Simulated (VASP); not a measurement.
# TaN (Fm-3m) in VASP: single point with PBE+D3(BJ)

Aim: the single point of TaN with PBE+D3(BJ).

All numbers are computed with VASP 6.6.1; they aren't measurements. Logs are shortened: lines on timing, memory, paths and dates and some standing lists are left out, and cuts for length are marked.

### Step 1. The cell of the first run

Symmetry: Fm-3m, No. 225, cubic system. Conventional cell: a = 4.384 Å, b = 4.384 Å, c = 4.384 Å, α = 90.00°, β = 90.00°, γ = 90.00°. Ta (site symmetry m-3m) has 6 N at 2.19 Å within 2.9 Å. Within 2.9 Å of N (site symmetry m-3m) lie 6 Ta at 2.19 Å.

### Step 2. Single point, PBE+D3(BJ)

Input file INCAR:

```
SYSTEM = TaN
PREC = Accurate
ENCUT = 700
EDIFF = 1E-6
ISMEAR = 0
SIGMA = 0.1
LREAL = .FALSE.
LASPH = .TRUE.
NELM = 120
ALGO = Normal
ISIF = 2
LWAVE = .FALSE.
LCHARG = .FALSE.
GGA = PE
IVDW = 12
NBANDS = 16
GGA_COMPAT = .FALSE.
```

Input file KPOINTS:

```
regular mesh
0
G
  16 16 16
  0 0 0
```

Input file POSCAR:

```
TaN
1.0
    0.0000000000      2.1920920137      2.1920920137
    2.1920920137      0.0000000000      2.1920920137
    2.1920920137      2.1920920137      0.0000000000
Ta N
1 1
Direct
    0.5000000000      0.5000000000      0.5000000000
    0.0000000000      0.0000000000      0.0000000000
```

Potentials or basis: VASP PAW PBE potentials, release 64 (Ta_sv_GW, N).

Run with:

```bash
$ cat potpaw_PBE.64/Ta_sv_GW/POTCAR potpaw_PBE.64/N/POTCAR > POTCAR
$ mpirun -np 1 vasp_std > vasp.out
```

OUTCAR:

```text
SYSTEM = TaN
   PREC = Accurate
   ENCUT = 700
   EDIFF = 1E-6
   ISMEAR = 0
   LREAL = .FALSE.
   LASPH = .TRUE.
   NELM = 120
   ISIF = 2
   GGA = PE
   IVDW = 12
 IVDW          = 12

 ion  position               nearest neighbor table
   1  0.500  0.500  0.500-   2 2.19   2 2.19   2 2.19   2 2.19   2 2.19   2 2.19
   2  0.000  0.000  0.000-   1 2.19   1 2.19   1 2.19   1 2.19   1 2.19   1 2.19

  LATTYP: Found a face centered cubic cell.
 ALAT       =     4.3841840274

  Lattice vectors:

 A1 = (   0.0000000000,   2.1920920137,   2.1920920137)
 A2 = (   2.1920920137,   0.0000000000,   2.1920920137)
 A3 = (   2.1920920137,   2.1920920137,   0.0000000000)

Analysis of symmetry for initial positions (statically):
=====================================================================
 Subroutine PRICEL returns:
 Original cell was already a primitive cell.

 Routine SETGRP: Setting up the symmetry group for a
 face centered cubic supercell.

 Subroutine GETGRP returns: Found 48 space group operations
 (whereof 48 operations were pure point group operations)
 out of a pool of 48 trial point group operations.

The static configuration has the point symmetry O_h .

Analysis of symmetry for dynamics (positions and initial velocities):
=====================================================================
 Subroutine PRICEL returns:
 Original cell was already a primitive cell.

 Routine SETGRP: Setting up the symmetry group for a
 face centered cubic supercell.

 Subroutine GETGRP returns: Found 48 space group operations
 (whereof 48 operations were pure point group operations)
 out of a pool of 48 trial point group operations.

The dynamic configuration has the point symmetry O_h .

 Subroutine INISYM returns: Found 48 space group operations
 (whereof 48 operations are pure point group operations),
 and found     1 'primitive' translations

----------------------------------------------------------------------------------------

                                     Primitive cell

  volume of cell :      21.0672

  direct lattice vectors                    reciprocal lattice vectors
     0.000000000  2.192092014  2.192092014    -0.228092615  0.228092615  0.228092615
     2.192092014  0.000000000  2.192092014     0.228092615 -0.228092615  0.228092615
     2.192092014  2.192092014  0.000000000     0.228092615  0.228092615 -0.228092615

  length of vectors
     3.100086256  3.100086256  3.100086256     0.395067998  0.395067998  0.395067998

  position of ions in fractional coordinates (direct lattice)
     0.500000000  0.500000000  0.500000000
     0.000000000  0.000000000  0.000000000

  ion indices of the primitive-cell ions
   primitive index   ion index
                 1           1
                 2           2

----------------------------------------------------------------------------------------

 KPOINTS: regular mesh

Automatic generation of k-mesh.
 Grid dimensions read from file:
 generate k-points for:   16   16   16

 Generating k-lattice:

  Cartesian coordinates                     Fractional coordinates (reciprocal lattice)
    -0.014255788  0.014255788  0.014255788     0.062500000  0.000000000  0.000000000
     0.014255788 -0.014255788  0.014255788     0.000000000  0.062500000  0.000000000
     0.014255788  0.014255788 -0.014255788     0.000000000  0.000000000  0.062500000

  Length of vectors
     0.024691750  0.024691750  0.024691750

  Shift w.r.t. Gamma in fractional coordinates (k-lattice)
     0.000000000  0.000000000  0.000000000

 Subroutine IBZKPT returns following result:
 ===========================================

 Found    145 irreducible k-points:

 Following reciprocal coordinates:
            Coordinates               Weight
  0.000000  0.000000  0.000000      1.000000
  0.062500  0.000000  0.000000      8.000000
  0.125000  0.000000  0.000000      8.000000
  0.187500  0.000000  0.000000      8.000000
  0.250000  0.000000  0.000000      8.000000
  0.312500  0.000000  0.000000      8.000000
[... 16 lines left out ...]
 -0.125000  0.062500  0.000000     24.000000
 -0.062500  0.062500  0.000000     12.000000
 [... further k-points ...]
   k-points           NKPTS =    145   k-points in BZ     NKDIM =    145   number of bands    NBANDS=     16
   number of dos      NEDOS =    301   number of ions     NIONS =      2
   total plane-waves  NPLWV =  21952
   dimension x,y,z NGX =    28 NGY =   28 NGZ =   28
   dimension x,y,z NGXF=    56 NGYF=   56 NGZF=   56
   ions per type =               1   1
   NGX,Y,Z   is equivalent  to a cutoff of  15.02, 15.02, 15.02 a.u.
   NGXF,Y,Z  is equivalent  to a cutoff of  30.03, 30.03, 30.03 a.u.
 SYSTEM =  TaN
   PREC   = accura    normal or accurate (medium, high low for compatibility)
   ISTART =      0    job   : 0-new  1-cont  2-samecut
   ICHARG =      2    charge: 1-file 2-atom 10-const
   ISPIN  =      1    spin polarized calculation?
   LNONCOLLINEAR =      F non collinear calculations
   LSORBIT =      F    spin-orbit coupling
   LASPH  =      T    aspherical Exc in radial PAW
   ENCUT  =  700.0 eV  51.45 Ry    7.17 a.u.   6.69  6.69  6.69*2*pi/ulx,y,z
   NELM   =    120;   NELMIN=  2; NELMDL= -5     # of ELM steps
   EDIFF  = 0.1E-05   stopping-criterion for ELM
   LREAL  =      F    real-space projection
[... 7 lines left out ...]
   TEBEG  =    0.0;   TEEND  =   0.0 temperature during run
   PSTRESS=    0.0 pullay stress
   NELECT =      18.0000    total number of electrons
   NUPDOWN=      -1.0000    fix difference up-down
   EMIN   =  10.00;   EMAX   =-10.00  energy-range for DOS
   EFERMI =   0.00;   METHOD = LEGACY
   ISMEAR =     0;   SIGMA  =   0.10  broadening in eV -4-tet -1-fermi 0-gaus
   EFERMI_NEDOS =   21; number of points for ismear=-14 and -15
   IALGO  =     38    algorithm
   IMIX   =      4    mixing-type and parameters
     AMIX     =   0.40;   BMIX     =  1.00
     AMIX_MAG =   1.60;   BMIX_MAG =  1.00
  volume/ion in A,a.u.               =      10.53        71.08
  Fermi-wavevector in a.u.,A,eV,Ry     =   1.553449  2.935592 32.833614  2.413203
  Thomas-Fermi vector in A             =   2.657678
   LORBIT       =      0    0 simple, 1 ext, 2 COOP (PROOUT), +10 PAW based schemes
   GGA     = PE    functional components
   LHFCALC =     F    Hartree Fock is set to
   AEXX    =    0.0000 exact exchange contribution
   IVDW    =    12    specifies the selected vdW correction
   LEPSILON=     F    determine dielectric tensor
   LRPA    =     F    only Hartree local field effects (RPA)
 non-spin polarized calculation
 Gauss-broadening in eV      SIGMA  =   0.10
  energy-cutoff  :      700.00
  volume of cell :       21.07
 maximum number of plane-waves:       905
   NGX = 13   NGY = 13   NGZ = 13

 number of electron      18.0000000 magnetization

 Free energy of the ion-electron system (eV)
  ---------------------------------------------------
  ext. energy  EPLUGINS =         0.00000000
  ---------------------------------------------------
  free energy    TOTEN  =       -24.34763610 eV

  energy without entropy =      -24.34197683  energy(sigma->0) =      -24.34480646

 E-fermi :  13.9528     XC(G=0): -13.8366

 val. band max:       13.9373655266   @ k =  -0.2500   0.3750   0.1250
 cond. band min:      13.9542800750   @ k =  -0.3125   0.3125   0.1250
 fundamental gap:      0.0169145484
 Fermi energy:        13.9527865723

 k-point     1 :       0.0000    0.0000    0.0000
  band No.  band energies     occupation
      1     -55.6000      2.00000
      2     -21.7751      2.00000
      3     -21.7751      2.00000
      4     -21.7751      2.00000
      5      -4.9675      2.00000
      6      10.1038      2.00000
[... 8 lines left out ...]
     15      23.1287      0.00000
     16      38.2318      0.00000

 k-point     2 :       0.0625    0.0000    0.0000
  band No.  band energies     occupation
      1     -55.5978      2.00000
      2     -21.8114      2.00000
      3     -21.7784      2.00000
      4     -21.7784      2.00000
      5      -4.8713      2.00000
      6       9.5924      2.00000
[... 8 lines left out ...]
     15      23.4238      0.00000
     16      36.6936      0.00000

 k-point     3 :       0.1250    0.0000    0.0000
  band No.  band energies     occupation
      1     -55.5916      2.00000
      2     -21.9137      2.00000
      3     -21.7877      2.00000
      4     -21.7877      2.00000
      5      -4.5934      2.00000
      6       8.5524      2.00000
[... 8 lines left out ...]
     15      24.2429      0.00000
     16      34.4383      0.00000

 k-point     4 :       0.1875    0.0000    0.0000
  band No.  band energies     occupation
      1     -55.5821      2.00000
      2     -22.0632      2.00000
      3     -21.8016      2.00000
      4     -21.8016      2.00000
      5      -4.1634      2.00000
      6       7.3883      2.00000
[... 8 lines left out ...]
     15      25.3601      0.00000
     16      32.4057      0.00000
[... 324 lines left out ...]
 k-point    22 :      -0.1875    0.0625    0.0000
  band No.  band energies     occupation
      1     -55.5768      2.00000
      2     -22.1252      2.00000
      3     -21.8412      2.00000
      4     -21.7954      2.00000
      5      -3.9386      2.00000
      6       6.8321      2.00000
[... 8 lines left out ...]
     15      25.9031      0.00000
     16      30.8701      0.00000

 k-point    23 :      -0.1250    0.0625    0.0000
  band No.  band energies     occupation
      1     -55.5869      2.00000
      2     -21.9730      2.00000
      3     -21.8200      2.00000
      4     -21.7833      2.00000
      5      -4.3939      2.00000
      6       7.8971      2.00000
[... 8 lines left out ...]
     15      24.8200      0.00000
     16      32.8922      0.00000

 k-point    24 :      -0.0625    0.0625    0.0000
  band No.  band energies     occupation
      1     -55.5943      2.00000
      2     -21.8617      2.00000
      3     -21.7980      2.00000
      4     -21.7773      2.00000
      5      -4.7165      2.00000
      6       8.8930      2.00000
[... 8 lines left out ...]
     15      23.8930      0.00000
     16      35.1385      0.00000

 [... further k-points ...]

------------------------ aborting loop because EDIFF is reached ----------------------------------------

 Edisp (eV)   -0.95395

 E8    (eV) :    -0.4412

  FORCE on cell =-STRESS in cart. coord.  units (eV):
  Direction    XX          YY          ZZ          XY          YZ          ZX
  --------------------------------------------------------------------------------------
  -------------------------------------------------------------------------------------
  Total       0.02465     0.02465     0.02465    -0.00000    -0.00000     0.00000
  in kB       1.87455     1.87455     1.87455    -0.00000    -0.00000     0.00000
  external pressure =        1.87 kB  Pullay stress =        0.00 kB

 VOLUME and BASIS-vectors are now :
 -----------------------------------------------------------------------------
  energy-cutoff  :      700.00
  volume of cell :       21.07
      direct lattice vectors                 reciprocal lattice vectors
     0.000000000  2.192092014  2.192092014    -0.228092615  0.228092615  0.228092615
     2.192092014  0.000000000  2.192092014     0.228092615 -0.228092615  0.228092615
     2.192092014  2.192092014  0.000000000     0.228092615  0.228092615 -0.228092615

 POSITION                                       TOTAL-FORCE (eV/Angst)
 -----------------------------------------------------------------------------------
      2.19209      2.19209      2.19209         0.000000      0.000000     -0.000000
      0.00000      0.00000      0.00000        -0.000000     -0.000000      0.000000
 -----------------------------------------------------------------------------------
    total drift:                                0.000000      0.000000      0.000000

  FREE ENERGIE OF THE ION-ELECTRON SYSTEM (eV)
  ---------------------------------------------------
  free  energy   TOTEN  =       -25.3015829024 eV

  energy  without entropy=      -25.2959236274  energy(sigma->0) =      -25.29875326
```

Run time: 40 s. Hardware: 1 thread of Intel Xeon Platinum 8488C (Sapphire Rapids), shared host; peak memory 0.24 GiB.

What came out:

```
Free energy                : -25.3016 eV
Pressure                   : 0.2 GPa
Band gap on the k mesh     : zero (bands 9 and 10 overlap by 4.06 eV)
Dispersion energy per atom : -0.477 eV
```

Caveat: spin-orbit coupling is left out, which moves the levels of the heavy elements.
